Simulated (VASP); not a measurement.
A run of VASP 6.6.1:

The input INCAR:

```
SYSTEM = CdSe
ALGO = Normal ; EDIFF = 1E-6
ENCUT = 520 ; GGA = CA
ISIF = 2 ; ISMEAR = 0
LASPH = .TRUE. ; LCHARG = .FALSE.
LREAL = .FALSE. ; LWAVE = .FALSE.
NBANDS = 16 ; NELM = 80
PREC = Accurate ; SIGMA = 0.05
```

File KPOINTS:

```
k-points
0
G
  6 6 6
  0 0 0
```

File POSCAR:

```
CdSe
1.0
    0.0000000000      3.1726133667      2.8753838710
    3.1726133667      0.0000000000      2.8753838710
    3.1726133667      3.1726133667      0.0000000000
Cd Se
1 1
Direct
    0.0000000000      0.0000000000      0.0000000000
    0.7500000000      0.7500000000      0.7500000000
```

Potentials or basis: VASP PAW LDA potentials, release 64 (Cd, Se).

Launch:

```bash
$ cat potpaw_LDA.64/Cd/POTCAR potpaw_LDA.64/Se/POTCAR > POTCAR
$ mpirun -np 1 vasp_std > vasp.out
```

Hardware: 1 thread of Intel(R) Xeon(R) Platinum 8259CL CPU @ 2.50GHz (Skylake/Cascade Lake), with other jobs on the host.

Estimate the wall time of this run.

Wall time 27 s on 1 thread of Intel(R) Xeon(R) Platinum 8259CL CPU @ 2.50GHz (Skylake/Cascade Lake) (shared host), peak memory 0.17 GiB. Counts: scf iterations 12, k points 30.
